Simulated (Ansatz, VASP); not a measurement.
## InP in VASP and in Ansatz

```
CELL_PARAMETERS angstrom
0.00000 2.99190 2.99190
2.99190 0.00000 2.99190
2.99190 2.99190 0.00000
ATOMIC_POSITIONS crystal
In 0.00000 0.00000 0.00000
P 0.25000 0.25000 0.25000
```

Change from the starting cell: volume scaled by 1.06, ions relaxed.

Alike in both runs: functional PBE; k mesh 13 × 13 × 13; occupations fermi-dirac, width 0.02 eV; no spin polarisation.

Ansatz relaxed the structure, and its values are those at the end. VASP's run is a single point on that final structure, the one shown.

|  | VASP | Ansatz |
| --- | --- | --- |
| version | VASP 6.6.1 | Ansatz 0.2.0 |
| potentials or method | VASP PAW PBE potentials, release 64 (In_d, P) | plane-wave PAW, scalar-relativistic |
| plane-wave cutoff (eV) | 520 | 420 |
| valence electrons in the cell | 18 | 18 |

Ansatz gave:

* pressure (GPa): -0.7

What did VASP give for the same quantities?

Pressure (GPa): -0.8.

Ansatz's warnings: stress scf threshold loose.
